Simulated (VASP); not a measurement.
**Sc12F (a cell with a defect): relaxation of the atoms with PBE**

System: Sc12F (a cell with a defect).

```
Sc F
1.0
     6.62000    0.00000    0.00000
    -4.96500    8.59963    0.00000
     0.00000    0.00000    5.27614
Sc F
12 1
Direct
  0.00000 0.00000 0.00000
  0.16667 0.22222 0.50000
  0.00000 0.33333 0.00000
  0.16667 0.55556 0.50000
  0.00000 0.66667 0.00000
  0.16667 0.88889 0.50000
  0.50000 0.00000 0.00000
  0.66667 0.22222 0.50000
  0.50000 0.33333 0.00000
  0.66667 0.55556 0.50000
  0.50000 0.66667 0.00000
  0.66667 0.88889 0.50000
  0.33213 0.12076 0.23719
```

* Program: VASP 6.6.1
* Task: relaxation of the atoms
* Functional: PBE
* Potentials or basis: VASP PAW PBE potentials, release 64 (Sc_sv, F)
* Cutoff: 520 eV
* k mesh: 3 × 2 × 3
* Occupations: gaussian, width 0.05 eV
* Spin: no spin polarisation
* Dipole correction: no
* Further INCAR settings: ALGO = Normal; EDIFF = 1e-06; IBRION = 2; EDIFFG = -0.03; NSW = 80

```
Energy gained by relaxing    : 5.3 meV/atom
Ionic steps                  : 8
Pressure after relaxing      : -0.3 GPa
Largest force after relaxing : 0.023 eV/Å
Band gap on the k mesh       : zero (an odd number of electrons rules out a gap without spin polarisation)
```

Forces in eV/Å, atoms in the order of the input:
```
Sc  -0.004  0.003 -0.002
Sc  -0.001 -0.002  0.002
Sc   0.006 -0.005  0.004
Sc   0.001  0.011 -0.007
Sc   0.000  0.002  0.002
Sc  -0.001  0.006  0.005
Sc   0.002 -0.001 -0.003
Sc   0.001  0.000  0.008
Sc  -0.004  0.000  0.000
Sc  -0.012 -0.019 -0.004
Sc  -0.004  0.008 -0.007
Sc   0.006  0.007 -0.007
F    0.009 -0.008  0.009
```

Stress tensor (GPa, compression positive):
```
 0.08 -0.01 -0.03
-0.01  0.11 -0.10
-0.03 -0.10 -1.08
```

Step by step:
```csv
step,energy change (eV),largest force (eV/Å),pressure (GPa)
1,0.0000,0.5348,-0.09
2,-0.0406,0.3453,-0.19
3,-0.0625,0.1432,-0.28
4,-0.0626,0.1359,-0.28
5,-0.0653,0.1053,-0.29
6,-0.0680,0.0462,-0.30
7,-0.0681,0.0424,-0.30
8,-0.0685,0.0231,-0.30
```

Final structure:
```yaml
crystal:
  lattice:
    - [6.62000, 0.00000, 0.00000]
    - [-4.96500, 8.59963, 0.00000]
    - [0.00000, 0.00000, 5.27614]
  atoms:
    - { symbol: Sc, position: [0.99410, 0.99940, 0.99510] }
    - { symbol: Sc, position: [0.16305, 0.22426, 0.50179] }
    - { symbol: Sc, position: [0.00020, 0.33487, 0.00025] }
    - { symbol: Sc, position: [0.16527, 0.55510, 0.50225] }
    - { symbol: Sc, position: [0.99876, 0.66650, 0.00040] }
    - { symbol: Sc, position: [0.16376, 0.88554, 0.50362] }
    - { symbol: Sc, position: [0.50341, 0.99966, 0.99610] }
    - { symbol: Sc, position: [0.67215, 0.22401, 0.50224] }
    - { symbol: Sc, position: [0.50304, 0.33825, 0.99370] }
    - { symbol: Sc, position: [0.66926, 0.55787, 0.49826] }
    - { symbol: Sc, position: [0.50096, 0.66773, 0.99723] }
    - { symbol: Sc, position: [0.66533, 0.88861, 0.49790] }
    - { symbol: F, position: [0.33283, 0.11231, 0.24835] }
```

Levels at points of the mesh, in eV from the Fermi level:
```tsv
k point	band 66	band 67	band 68	band 69	band 70	band 71	band 72	band 73
(0.00, 0.00, 0.00)	-0.49	-0.45	-0.44	-0.36	-0.30	-0.23	0.00	0.21
(0.00, 0.50, 0.00)	-0.53	-0.45	-0.37	-0.33	-0.31	-0.23	-0.08	0.06
```

It took 6.4 min on 4 MPI ranks on AMD EPYC 9R45 96-Core Processor (Zen 5) (shared host), peak memory 0.52 GiB a rank.

Caveat: the k points lie up to 0.40 Å⁻¹ apart, too coarse for converged energies and pressures of a metal.
